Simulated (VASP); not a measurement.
A run of VASP 6.6.1:

File INCAR:

```
PREC = Accurate
ENCUT = 520
EDIFF = 1E-6
ISMEAR = 0
SIGMA = 0.1
LREAL = False
LASPH = True
NELM = 100
ALGO = Normal
ISIF = 2
LWAVE = False
LCHARG = False
GGA = PS
NBANDS = 54
```

KPOINTS

```
Automatic mesh
0
Gamma
  3 3 3
```

The input POSCAR:

```
Nb3Sb
1.0
    5.2008569300      0.0000000000      0.0000000000
    0.0000000000      5.2008569300      0.0000000000
    0.0000000000      0.0000000000      5.2008569300
Nb Sb
6 2
Direct
    0.2447546658      0.0065758394      0.4944167922
    0.5010376242      0.7555774083     -0.0028958689
    0.7477906146      0.0019787124      0.5071383496
    0.5054668943      0.2589778989      0.0003432127
   -0.0037030436      0.5040255933      0.7474614381
   -0.0024863210      0.4912955758      0.2577325272
    0.0031589025     -0.0082719061      0.0021967534
    0.5022889564      0.4942087496      0.4946013772
```

Potentials or basis: VASP PAW PBE potentials, release 64 (Nb_sv, Sb).

Run with:

```bash
$ cat potpaw_PBE.64/Nb_sv/POTCAR potpaw_PBE.64/Sb/POTCAR > POTCAR
$ mpirun -np 1 vasp_std > vasp.out
```

Hardware: 1 thread of Intel(R) Xeon(R) Platinum 8488C (Sapphire Rapids), with other jobs on the host.

How long does it take, and how much memory?

It took 92 s on 1 thread of Intel(R) Xeon(R) Platinum 8488C (Sapphire Rapids), on a shared host, peak memory 0.27 GiB. Counts: scf iterations 16, k points 14.
